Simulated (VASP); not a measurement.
Here is a VASP 6.6.1 calculation.

INCAR

```
SYSTEM = MgO
  ALGO = Normal
  EDIFF = 1E-6
  EDIFFG = -0.002
  ENCUT = 600
  GGA = CA
  IBRION = 2
  ISIF = 3
  ISMEAR = 0
  LASPH = .True.
  LCHARG = .False.
  LREAL = .False.
  LWAVE = .False.
  NELM = 60
  NSW = 100
  PREC = Accurate
  SIGMA = 0.02
```

KPOINTS

```
k-points
0
Gamma
  8 8 8
  0 0 0
```

The input POSCAR:

```
MgO
1.0
    0.0000000000      2.0805909286      2.0805909286
    2.0805909286      0.0000000000      2.0805909286
    2.0805909286      2.0805909286      0.0000000000
Mg O
1 1
Direct
    0.0000000000      0.0000000000      0.0000000000
    0.5000000000      0.5000000000      0.5000000000
```

Potentials or basis: VASP PAW LDA potentials, release 64 (Mg, O).

The run is started by

```console
$ cat potpaw_LDA.64/Mg/POTCAR potpaw_LDA.64/O/POTCAR > POTCAR
$ mpirun -np 1 vasp_std > vasp.out
```

Question: Estimate the band gap on the k mesh.

Answer: 5.15 eV, direct.

Question: Estimate the relaxed cell.

Answer: a = 2.930 Å, b = 2.930 Å, c = 2.930 Å, α = 60.00°, β = 60.00°, γ = 60.00°.

Question: What does it give for the space group after relaxing (to 0.05 Å)?

Answer: Fm-3m (No. 225).

Final structure:
```
Mg O
1.0
     0.00000    2.07181    2.07181
     2.07181    0.00000    2.07181
     2.07181    2.07181    0.00000
Mg O
1 1
Direct
  0.00000 0.00000 0.00000
  0.50000 0.50000 0.50000
```

LDA usually gives volumes a few per cent too small. Zero-point motion and thermal expansion aren't in these numbers.
